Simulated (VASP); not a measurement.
Here is a VASP 6.6.1 calculation.

Contents of INCAR:

```
SYSTEM = BaO
  PREC = Accurate
  ENCUT = 1340
  EDIFF = 1E-6
  ISMEAR = -1
  SIGMA = 0.05
  LREAL = .FALSE.
  LASPH = .TRUE.
  NELM = 120
  ALGO = Normal
  ISIF = 2
  LWAVE = .FALSE.
  LCHARG = .FALSE.
  GGA = PS
  NBANDS = 15
  GGA_COMPAT = .FALSE.
```

Contents of KPOINTS:

```
regular mesh
0
G
  8 8 8
  0 0 0
```

POSCAR

```
BaO
1.0
    3.8890870000      0.0000000000      0.0000000000
    1.9445435000      3.3680481395      0.0000000000
    1.9445435000      1.1226827132      3.1754262384
Ba O
1 1
Direct
    0.0000000000      0.0000000000      0.0000000000
    0.5000000000      0.5000000000      0.5000000000
```

Potentials or basis: VASP PAW PBE potentials, release 64 (Ba_sv, O_h).

The run is started by

```bash
$ cat potpaw_PBE.64/Ba_sv/POTCAR potpaw_PBE.64/O_h/POTCAR > POTCAR
$ mpirun -np 1 vasp_std > vasp.out
```

Q: Predict the pressure.

A: 1.4 GPa.

Q: Estimate the band gap on the k mesh.

A: 1.79 eV.

Caveat: the PAW data sets were made with another functional, which shifts forces and pressure a little; spin-orbit coupling is left out, which moves the levels of the heavy elements. A k mesh can miss the band edges.
